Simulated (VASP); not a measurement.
The system is Cd.

```
Cd
1.0
     2.97887    0.00000    0.00000
    -1.48944    2.57978    0.00000
     0.00000    0.00000    5.61765
Cd
2
Cartesian
  0.0000 1.7199 1.4044
  1.4894 0.8599 4.2132
```

- Program: VASP 6.6.1
- Task: relaxation of cell and atoms
- Functional: LDA
- Potentials or basis: VASP PAW LDA potentials, release 64 (Cd)
- Cutoff: 600 eV
- k mesh: 7 × 7 × 3
- Occupations: fermi-dirac, width 0.05 eV
- Spin: no spin polarisation

At the start: pressure -4.1 GPa; volume 21.59 Å³/atom.

Question: How do energy, volume and symmetry change on relaxing?

Answer: Over 3 steps the energy falls by 20.6 meV/atom and the volume is 20.27 Å³/atom (-6.1 %); space group P6_3/mmc (No. 194, to 0.05 Å).

The path:
| step | energy change (eV) | largest force (eV/Å) | pressure (GPa) | volume (Å³) |
| --- | --- | --- | --- | --- |
| 1 | 0.0000 | 0.0000 | -4.14 | 43.17 |
| 2 | -0.0369 | 0.0000 | 1.66 | 39.77 |
| 3 | -0.0413 | 0.0000 | 0.04 | 40.54 |

Final structure:
```
CELL_PARAMETERS angstrom
2.90192 0.00000 0.00000
-1.45096 2.51314 0.00000
0.00000 0.00000 5.55850
ATOMIC_POSITIONS crystal
Cd 0.33333 0.66667 0.25000
Cd 0.66667 0.33333 0.75000
```

Caveat: the k points lie up to 0.38 Å⁻¹ apart in the final cell.
